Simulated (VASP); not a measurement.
Input of a VASP 6.6.1 run:

The input INCAR:

```
SYSTEM = SnSe2
  PREC = Accurate
  ENCUT = 500
  EDIFF = 1E-6
  ISMEAR = 0
  SIGMA = 0.03
  LREAL = .False.
  LASPH = .True.
  NELM = 120
  ALGO = Normal
  ISIF = 2
  LWAVE = .False.
  LCHARG = .True.
  GGA = PE
  IVDW = 12
  LELF = .True.
  LVHAR = .True.
  NBANDS = 20
  GGA_COMPAT = .False.
```

KPOINTS

```
Automatic mesh
0
Gamma
  12 12 6
  0 0 0
```

File POSCAR:

```
SnSe2
1.0
    3.7522896740      0.0000000000      0.0000000000
   -1.8761448370      3.2495781800      0.0000000000
    0.0000000000      0.0000000000      6.6299206250
Sn Se
1 2
Direct
    0.0000000000      0.0000000000      0.0000000000
    0.3333333333      0.6666666667      0.2651331237
    0.6666666667      0.3333333333      0.7348668763
```

Potentials or basis: VASP PAW PBE potentials, release 64 (Sn_d, Se).

Launch:

```console
$ cat potpaw_PBE.64/Sn_d/POTCAR potpaw_PBE.64/Se/POTCAR > POTCAR
$ mpirun -np 1 vasp_std > vasp.out
```

Q: Estimate the pressure.

A: -3.0 GPa.

Q: What does it give for the band gap on the k mesh?

A: Zero (bands 13 and 14 overlap by 0.10 eV).

Q: What does it give for the dispersion energy per atom?

A: -0.344 eV.

Q: Predict the largest force.

A: 1.061 eV/Å.

Stress tensor (GPa, compression positive):
```
-0.10  0.00  0.00
 0.00 -0.10  0.00
 0.00  0.00 -8.69
```

Caveat: semilocal functionals underestimate gaps, so a narrow gap can read as zero; spin-orbit coupling is left out, which moves the levels of the heavy elements; forces of over 1 eV/Å act on the atoms, so gaps and moduli don't describe the material at rest.
